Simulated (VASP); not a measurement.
Set up this calculation in VASP 6.6.1, as the native input.

```
Task                   : single point
Functional             : PBEsol
Potentials or basis    : VASP PAW PBE potentials, release 64 (Nb_sv, B)
Cutoff                 : 520 eV
k mesh                 : 18 × 18 × 14
Occupations            : gaussian, width 0.1 eV
Spin                   : no spin polarisation
Dipole correction      : no
Further INCAR settings : ALGO = Normal; EDIFF = 1e-07; NBANDS = 16
```

The structure of NbB2 lies in POSCAR:

```
NbB2
1.0
    3.0375161123      0.0000000000      0.0000000000
   -1.5187580562      2.6305661177      0.0000000000
    0.0000000000      0.0000000000      3.2111269442
Nb B
1 2
Direct
    0.0000000000      0.0000000000      0.0000000000
    0.3333333333      0.6666666667      0.5000000000
    0.6666666667      0.3333333333      0.5000000000
```

This cell differs from its parent crystal: volume scaled by 0.94, then relaxed in part.

These files were run (other wordings do the same):

INCAR

```
SYSTEM = NbB2
ALGO = Normal
EDIFF = 1E-7
ENCUT = 520
GGA = PS
ISIF = 2
ISMEAR = 0
LASPH = .TRUE.
LCHARG = .TRUE.
LELF = .TRUE.
LREAL = .FALSE.
LVHAR = .TRUE.
LWAVE = .FALSE.
NBANDS = 16
NELM = 80
PREC = Accurate
SIGMA = 0.1
```

KPOINTS

```
k-points
0
G
  18 18 14
  0 0 0
```

Potentials or basis: VASP PAW PBE potentials, release 64 (Nb_sv, B).

Launch:

```console
$ cat potpaw_PBE.64/Nb_sv/POTCAR potpaw_PBE.64/B/POTCAR > POTCAR
$ mpirun -np 1 vasp_std > vasp.out
```

It gave:

```yaml
Pressure: 20.9 GPa
```

Caveat: the PAW data sets were made with another functional, which shifts forces and pressure a little.

It took 36 s on 1 thread of Intel(R) Xeon(R) 6975P-C (Granite Rapids), on a shared host, peak memory 0.23 GiB.
